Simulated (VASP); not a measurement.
**CO2: single point with PBE**

CO2:

```
C O
1.0
     4.19256    0.00000    0.00000
     0.00000    4.19256    0.00000
     0.00000    0.00000    4.60512
C O
2 4
Direct
  0.50000 0.50000 0.50000
  0.00000 0.00000 0.00000
  0.30427 0.69573 0.50000
  0.69573 0.30427 0.50000
  0.19573 0.19573 0.00000
  0.80427 0.80427 0.00000
```

```
Program             : VASP 6.6.1
Task                : single point
Functional          : PBE
Potentials or basis : VASP PAW PBE potentials, release 64 (C, O)
Cutoff              : 520 eV
k mesh              : 4 × 4 × 4
Occupations         : gaussian, width 0.01 eV
Spin                : no spin polarisation
```

```
Pressure               : 6.6 GPa
Largest force          : 1.441 eV/Å
Band gap on the k mesh : 6.66 eV, indirect (least direct gap 7.16 eV)
```

Forces on the atoms (eV/Å):
```
C    0.000  0.000  0.000
C    0.000  0.000  0.000
O   -1.019  1.019  0.000
O    1.019 -1.019  0.000
O    1.019  1.019  0.000
O   -1.019 -1.019  0.000
```

Stress tensor (GPa, compression positive):
```
8.82 0.00 0.00
0.00 8.82 0.00
0.00 0.00 2.24
```

Levels at points of the mesh, in eV from the valence-band top:
| k point | band 13 | band 14 | band 15 | band 16 | band 17 | band 18 | band 19 | band 20 |
| --- | --- | --- | --- | --- | --- | --- | --- | --- |
| (0.00, 0.00, 0.00) | -1.47 | -0.55 | -0.49 | -0.49 | 6.66 | 7.52 | 8.00 | 8.00 |
| (0.50, 0.00, 0.00) | -0.55 | -0.55 | -0.50 | -0.50 | 8.19 | 8.19 | 8.29 | 8.29 |
| (0.50, 0.50, 0.00) | -0.69 | -0.69 | 0.00 | 0.00 | 8.33 | 8.33 | 8.43 | 8.43 |
| (0.00, 0.00, 0.50) | -1.03 | -1.03 | -0.49 | -0.49 | 7.95 | 7.95 | 8.15 | 8.15 |
| (0.50, 0.00, 0.50) | -0.94 | -0.94 | -0.27 | -0.27 | 8.02 | 8.02 | 8.58 | 8.58 |
| (0.50, 0.50, 0.50) | -0.52 | -0.52 | 0.00 | 0.00 | 7.75 | 7.75 | 8.43 | 8.43 |

It took 18 s on 1 thread of Intel(R) Xeon(R) Platinum 8559C (Emerald Rapids) (shared host), peak memory 0.18 GiB.

Caveat: forces of over 1 eV/Å act on the atoms, so gaps and moduli don't describe the material at rest. As with any semilocal functional, this PBE gap is likely too small.
